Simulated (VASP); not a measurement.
# Sn (P6_3/mmc) in VASP: single point with r2SCAN0

Aim: the single point of Sn with r2SCAN0.

Everything below comes from runs of VASP 6.6.1. Logs are shortened: lines on timing, memory, paths and dates and some standing lists are left out, and cuts for length are marked.

**1. The cell of the first run**

Symmetry: P6_3/mmc, No. 194, hexagonal system. Conventional cell: a = 3.342 Å, b = 3.342 Å, c = 5.580 Å, α = 90.00°, β = 90.00°, γ = 120.00°. Within 4.4 Å of Sn (site symmetry -6m2) lie 12 Sn at 3.34 to 3.39 Å.

This isn't the form of Sn at room conditions, which is tetragonal (white tin).

**2. Single point, r2SCAN0**

Input file POSCAR:

```
Sn
1.0
    3.3424475689      0.0000000000      0.0000000000
   -1.6712237844      2.8946445054      0.0000000000
    0.0000000000      0.0000000000      5.5796202936
Sn
2
Direct
    0.3333333333      0.6666666667      0.2500000000
    0.6666666667      0.3333333333      0.7500000000
```

Input file INCAR.step1:

```
ALGO     = Normal         # electronic algorithm
EDIFF    = 1E-5           # SCF threshold, eV
ENCUT    = 520            # plane-wave cutoff, eV
GGA      = PE             # functional
ISIF     = 2              # what is computed and relaxed
ISMEAR   = -1             # smearing method
LASPH    = True           # aspherical terms in the spheres
LCHARG   = False          # write CHGCAR
LREAL    = False          # projectors in reciprocal space
LWAVE    = True           # write WAVECAR
NBANDS   = 21             # bands
NELM     = 100            # most SCF steps
PREC     = Accurate       # precision mode
SIGMA    = 0.1            # smearing width, eV
```

Input file INCAR.step2:

```
AEXX     = 0.25           # exact-exchange fraction
ALGO     = Normal         # electronic algorithm
EDIFF    = 1E-6           # SCF threshold, eV
ENCUT    = 520            # plane-wave cutoff, eV
ISIF     = 2              # what is computed and relaxed
ISMEAR   = -1             # smearing method
ISTART   = 1            
LASPH    = True           # aspherical terms in the spheres
LCHARG   = False          # write CHGCAR
LHFCALC  = True           # exact exchange
LMIXTAU  = True         
LREAL    = False          # projectors in reciprocal space
LWAVE    = False          # write WAVECAR
METAGGA  = R2SCAN         # meta-GGA
NBANDS   = 21             # bands
NELM     = 100            # most SCF steps
PREC     = Accurate       # precision mode
PRECFOCK = Normal       
SIGMA    = 0.1            # smearing width, eV
```

Input file KPOINTS:

```
k-points
0
Gamma
  6 6 3
```

Potentials or basis: VASP PAW PBE potentials, release 64 (Sn_d).

Launch:

```sh
> cat potpaw_PBE.64/Sn_d/POTCAR > POTCAR
> cp INCAR.step1 INCAR
> mpirun -np 1 vasp_std > vasp.out
> cp INCAR.step2 INCAR
> mpirun -np 1 vasp_std > vasp.out
```

OUTCAR:

```text
AEXX = 0.25
   EDIFF = 1E-6
   ENCUT = 520
   ISIF = 2
   ISMEAR = -1
   ISTART = 1
   LASPH = True
   LHFCALC = True
   LREAL = False
   METAGGA = R2SCAN
   NELM = 100
   PREC = Accurate
   PRECFOCK = Normal

 ion  position               nearest neighbor table
   1  0.333  0.667  0.250-   2 3.39   2 3.39   2 3.39   2 3.39   2 3.39   2 3.39
   2  0.667  0.333  0.750-   1 3.39   1 3.39   1 3.39   1 3.39   1 3.39   1 3.39

  LATTYP: Found a hexagonal cell.
 ALAT       =     3.3424475689
 C/A-ratio  =     1.6693217107

  Lattice vectors:

 A1 = (   3.3424475689,   0.0000000000,   0.0000000000)
 A2 = (  -1.6712237844,   2.8946445054,   0.0000000000)
 A3 = (   0.0000000000,   0.0000000000,   5.5796202936)

Analysis of symmetry for initial positions (statically):
=====================================================================
 Subroutine PRICEL returns:
 Original cell was already a primitive cell.

 Routine SETGRP: Setting up the symmetry group for a
 hexagonal supercell.

 Subroutine GETGRP returns: Found 24 space group operations
 (whereof 12 operations were pure point group operations)
 out of a pool of 24 trial point group operations.

The static configuration has the point symmetry D_3d.
 The point group associated with its full space group is D_6h.

Analysis of symmetry for dynamics (positions and initial velocities):
=====================================================================
 Subroutine PRICEL returns:
 Original cell was already a primitive cell.

 Routine SETGRP: Setting up the symmetry group for a
 hexagonal supercell.

 Subroutine GETGRP returns: Found 24 space group operations
 (whereof 12 operations were pure point group operations)
 out of a pool of 24 trial point group operations.

The dynamic configuration has the point symmetry D_3d.
 The point group associated with its full space group is D_6h.

 Subroutine INISYM returns: Found 24 space group operations
 (whereof 12 operations are pure point group operations),
 and found     1 'primitive' translations

----------------------------------------------------------------------------------------

                                     Primitive cell

  volume of cell :      53.9839

  direct lattice vectors                    reciprocal lattice vectors
     3.342447569  0.000000000  0.000000000     0.299181956  0.172732783  0.000000000
    -1.671223784  2.894644505  0.000000000     0.000000000  0.345465565  0.000000000
     0.000000000  0.000000000  5.579620294     0.000000000  0.000000000  0.179223665

  length of vectors
     3.342447569  3.342447569  5.579620294     0.345465565  0.345465565  0.179223665

  position of ions in fractional coordinates (direct lattice)
     0.333333333  0.666666667  0.250000000
     0.666666667  0.333333333  0.750000000

  ion indices of the primitive-cell ions
   primitive index   ion index
                 1           1
                 2           2

----------------------------------------------------------------------------------------

 KPOINTS: k-points

Automatic generation of k-mesh.
 Grid dimensions read from file:
 generate k-points for:    6    6    3

 Generating k-lattice:

  Cartesian coordinates                     Fractional coordinates (reciprocal lattice)
     0.049863659  0.028788797  0.000000000     0.166666667 -0.000000000  0.000000000
     0.000000000  0.057577594  0.000000000     0.000000000  0.166666667  0.000000000
     0.000000000  0.000000000  0.059741222     0.000000000  0.000000000  0.333333333

  Length of vectors
     0.057577594  0.057577594  0.059741222

  Shift w.r.t. Gamma in fractional coordinates (k-lattice)
     0.000000000  0.000000000  0.000000000

 Subroutine IBZKPT returns following result:
 ===========================================

 Found     14 irreducible k-points:

 Following reciprocal coordinates:
            Coordinates               Weight
  0.000000  0.000000  0.000000      1.000000
  0.166667 -0.000000  0.000000      6.000000
  0.333333  0.000000  0.000000      6.000000
  0.500000  0.000000  0.000000      3.000000
  0.166667  0.166667  0.000000      6.000000
  0.333333  0.166667  0.000000     12.000000
  0.333333  0.333333  0.000000      2.000000
  0.000000  0.000000  0.333333      2.000000
  0.166667 -0.000000  0.333333     12.000000
  0.333333  0.000000  0.333333     12.000000
  0.500000  0.000000  0.333333      6.000000
  0.166667  0.166667  0.333333     12.000000
  0.333333  0.166667  0.333333     24.000000
  0.333333  0.333333  0.333333      4.000000
   k-points           NKPTS =     14   k-points in BZ     NKDIM =    108   number of bands    NBANDS=     21
   number of dos      NEDOS =    301   number of ions     NIONS =      2
   total plane-waves  NPLWV =  32928
   dimension x,y,z NGX =    28 NGY =   28 NGZ =   42
   dimension x,y,z NGXF=    56 NGYF=   56 NGZF=   84
   ions per type =               2
   NGX,Y,Z   is equivalent  to a cutoff of  13.93, 13.93, 12.51 a.u.
   NGXF,Y,Z  is equivalent  to a cutoff of  27.85, 27.85, 25.03 a.u.
 SYSTEM =  unknown system
   PREC   = accura    normal or accurate (medium, high low for compatibility)
   ISTART =      1    job   : 0-new  1-cont  2-samecut
   ICHARG =      0    charge: 1-file 2-atom 10-const
   ISPIN  =      1    spin polarized calculation?
   LNONCOLLINEAR =      F non collinear calculations
   LSORBIT =      F    spin-orbit coupling
   LASPH  =      T    aspherical Exc in radial PAW
   ENCUT  =  520.0 eV  38.22 Ry    6.18 a.u.   6.21  6.21 10.37*2*pi/ulx,y,z
   NELM   =    100;   NELMIN=  2; NELMDL=  0     # of ELM steps
   EDIFF  = 0.1E-05   stopping-criterion for ELM
   LREAL  =      F    real-space projection
   EDIFFG = 0.1E-04   stopping-criterion for IOM
   NSW    =      0    number of steps for IOM
   IBRION =     -1    ionic relax: 0-MD 1-quasi-New 2-CG
   NFREE  =      0    steps in history (QN), initial steepest desc. (CG)
   ISIF   =      2    stress and relaxation
   ISYM   =      3    0-nonsym 1-usesym 2-fastsym
   POTIM  = 0.5000    time-step for ionic-motion
   TEBEG  =    0.0;   TEEND  =   0.0 temperature during run
   PSTRESS=    0.0 pullay stress
   NELECT =      28.0000    total number of electrons
   NUPDOWN=      -1.0000    fix difference up-down
   EMIN   =  10.00;   EMAX   =-10.00  energy-range for DOS
   EFERMI =   0.00;   METHOD = LEGACY
   ISMEAR =    -1;   SIGMA  =   0.10  broadening in eV -4-tet -1-fermi 0-gaus
   EFERMI_NEDOS =   21; number of points for ismear=-14 and -15
   IALGO  =     38    algorithm
   IMIX   =      1    mixing-type and parameters
     AMIX     =   0.40;   BMIX     =  1.00
     AMIX_MAG =   1.60;   BMIX_MAG =  1.00
  volume/ion in A,a.u.               =      26.99       182.15
  Fermi-wavevector in a.u.,A,eV,Ry     =   1.315344  2.485640 23.539845  1.730130
  Thomas-Fermi vector in A             =   2.445533
   LORBIT       =      0    0 simple, 1 ext, 2 COOP (PROOUT), +10 PAW based schemes
   METAGGA = R2SCAN    functional components
   LHFCALC =     T    Hartree Fock is set to
   PRECFOCK=normal    Normal, Fast or Accurate (Low or Medium for compatibility)
   ENCUT4O =  -1.0   cutoff for four orbital integrals eV
   NKREDX  =     1    reduce k-point grid by
   NKREDY  =     1    reduce k-point grid by
   NKREDZ  =     1    reduce k-point grid by
   AEXX    =    0.2500 exact exchange contribution
   HFSCREEN=    0.0000 screening length (either q_TF or 0.3 A-1)
   HFSCREENC=   0.0000 screening length for correlation (either q_TF or 0.3 A-1)
   ENCUTFOCK=  -1.0 apply spherical cutoff to Coloumb kernel
   IVDW    =     0    specifies the selected vdW correction
   LEPSILON=     F    determine dielectric tensor
   LRPA    =     F    only Hartree local field effects (RPA)
 non-spin polarized calculation
  energy-cutoff  :      520.00
  volume of cell :       53.98
 maximum number of plane-waves:      1473
 NGX is ok and might be reduce to    28
  NGX = 20; NGY = 20; NGZ = 32

 number of electron      28.0000007 magnetization

 Free energy of the ion-electron system (eV)
  ---------------------------------------------------
  ext. energy  EPLUGINS =         0.00000000
  ---------------------------------------------------
  free energy    TOTEN  =       -40.90506856 eV

  energy without entropy =      -40.87597511  energy(sigma->0) =      -40.89052184

 E-fermi :   8.1844     XC(G=0):  -8.8440

 val. band max:        7.6680710617   @ k =   0.1667   0.1667   0.0000
 cond. band min:       8.2530689411   @ k =   0.3333   0.1667   0.3333
 fundamental gap:      0.5849978794
 Fermi energy:         8.1843919424

 k-point     1 :       0.0000    0.0000    0.0000
  band No.  band energies     occupation
      1     -16.6488      2.00000
      2     -16.6479      2.00000
      3     -16.6479      2.00000
      4     -16.6479      2.00000
      5     -16.6362      2.00000
      6     -16.6362      2.00000
[... 13 lines left out ...]
     20      19.5950      0.00000
     21      21.6465      0.00000

 k-point     2 :       0.1667   -0.0000    0.0000
  band No.  band energies     occupation
      1     -16.6810      2.00000
      2     -16.6453      2.00000
      3     -16.6229      2.00000
      4     -16.6065      2.00000
      5     -16.5963      2.00000
      6     -16.5957      2.00000
[... 13 lines left out ...]
     20      19.6630      0.00000
     21      20.9927      0.00000

 k-point     3 :       0.3333    0.0000    0.0000
  band No.  band energies     occupation
      1     -16.7259      2.00000
      2     -16.6599      2.00000
      3     -16.6428      2.00000
      4     -16.6137      2.00000
      5     -16.5723      2.00000
      6     -16.5498      2.00000
[... 13 lines left out ...]
     20      18.9471      0.00000
     21      20.4251      0.00000
[... 217 lines left out ...]
 k-point    13 :       0.3333    0.1667    0.3333
  band No.  band energies     occupation
      1     -16.6828      2.00000
      2     -16.6625      2.00000
      3     -16.6452      2.00000
      4     -16.6198      2.00000
      5     -16.6016      2.00000
      6     -16.5335      2.00000
[... 13 lines left out ...]
     20      18.7204      0.00000
     21      19.4865      0.00000

 k-point    14 :       0.3333    0.3333    0.3333
  band No.  band energies     occupation
      1     -16.6442      2.00000
      2     -16.6442      2.00000
      3     -16.6377      2.00000
      4     -16.5748      2.00000
      5     -16.5710      2.00000
      6     -16.5710      2.00000
[... 13 lines left out ...]
     20      19.8286      0.00000
     21      19.8286      0.00000

------------------------ aborting loop because EDIFF is reached ----------------------------------------

  FORCE on cell =-STRESS in cart. coord.  units (eV):
  Direction    XX          YY          ZZ          XY          YZ          ZX
  --------------------------------------------------------------------------------------
  -------------------------------------------------------------------------------------
  Total        0.0281538      0.0281538      0.0190434      0.0000000      0.0000000     -0.0000000
  in kB        0.8355719      0.8355719      0.5651850      0.0000000      0.0000000     -0.0000000
  external PRESSURE =       0.7454429 kB  Pullay stress =       0.0000000 kB

 VOLUME and BASIS-vectors are now :
 -----------------------------------------------------------------------------
  energy-cutoff  :      520.00
  volume of cell :       53.98
      direct lattice vectors                 reciprocal lattice vectors
     3.342447569  0.000000000  0.000000000     0.299181956  0.172732783  0.000000000
    -1.671223784  2.894644505  0.000000000     0.000000000  0.345465565  0.000000000
     0.000000000  0.000000000  5.579620294     0.000000000  0.000000000  0.179223665

 POSITION                                       TOTAL-FORCE (eV/Angst)
 -----------------------------------------------------------------------------------
     -0.00000      1.92976      1.39491         0.000000      0.000000      0.000000
      1.67122      0.96488      4.18472        -0.000000      0.000000     -0.000000
 -----------------------------------------------------------------------------------
    total drift:                                0.000000      0.000000     -0.000000

  FREE ENERGIE OF THE ION-ELECTRON SYSTEM (eV)
  ---------------------------------------------------
  free  energy   TOTEN  =       -40.9050685638 eV

  energy  without entropy=      -40.8759751143  energy(sigma->0) =      -40.89052184
```

Run time: 1.7 h. Hardware: 1 thread of Intel Xeon 8259CL, shared host; peak memory 0.21 GiB.

Results:

| Item | Value |
| --- | --- |
| Free energy | -40.9051 eV |
| Pressure | 0.1 GPa |
| Band gap on the k mesh | zero (bands 14 and 15 overlap by 10.61 eV) |

Caveat: the k points lie up to 0.38 Å⁻¹ apart, too coarse for converged energies and pressures of a metal; the PAW data sets were made with another functional, which shifts forces and pressure a little; spin-orbit coupling is left out, which moves the levels of the heavy elements.
